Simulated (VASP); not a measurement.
Write the native input for VASP 6.6.1 that does the following.

```yaml
Task: relaxation of the atoms
Functional: PBE
Potentials_or_basis: VASP PAW PBE potentials, release 64 (B, P)
Cutoff: 450 eV
k_mesh: 8 × 8 × 8
Occupations: gaussian, width 0.02 eV
Spin: no spin polarisation
Dipole_correction: no
Further_INCAR_settings: ALGO = Normal; EDIFF = 1e-07; IBRION = 2; EDIFFG = -0.002; NSW = 60
```

The structure of BP (pbe) lies in POSCAR:

```
BP
1.0
    0.0000000000      2.2969143471      2.2644037746
    2.2969143471      0.0000000000      2.2644037746
    2.2969143471      2.2969143471      0.0000000000
B P
1 1
Direct
    0.0000000000      0.0000000000      0.0000000000
    0.2500000000      0.2500000000      0.2500000000
```

This cell differs from its parent crystal: strained cell.

These files were run (other wordings do the same):

INCAR

```
  ALGO = Normal
  EDIFF = 1E-7
  EDIFFG = -0.002
  ENCUT = 450
  GGA = PE
  GGA_COMPAT = False
  IBRION = 2
  ISIF = 2
  ISMEAR = 0
  LASPH = True
  LCHARG = False
  LREAL = False
  LWAVE = False
  NELM = 120
  NELMIN = 4
  NSW = 60
  PREC = Accurate
  SIGMA = 0.02
```

KPOINTS

```
k-points
0
Gamma
  8 8 8
```

Potentials or basis: VASP PAW PBE potentials, release 64 (B, P).

Launch:

```bash
$ cat potpaw_PBE.64/B/POTCAR potpaw_PBE.64/P/POTCAR > POTCAR
$ mpirun -np 1 vasp_std > vasp.out
```

Results of the run:

```yaml
Pressure_after_relaxing: -2.6 GPa
Band_gap_on_the_k_mesh: 1.08 eV, indirect (least direct gap 3.22 eV)
```

Caveat: the cell differs from its parent crystal (strained cell); the relaxation stopped at its first step, so nothing moved.

It took 7.9 s on 1 thread of AMD EPYC 7R13 Processor (Zen 3), on a shared host, peak memory 0.1 GiB.
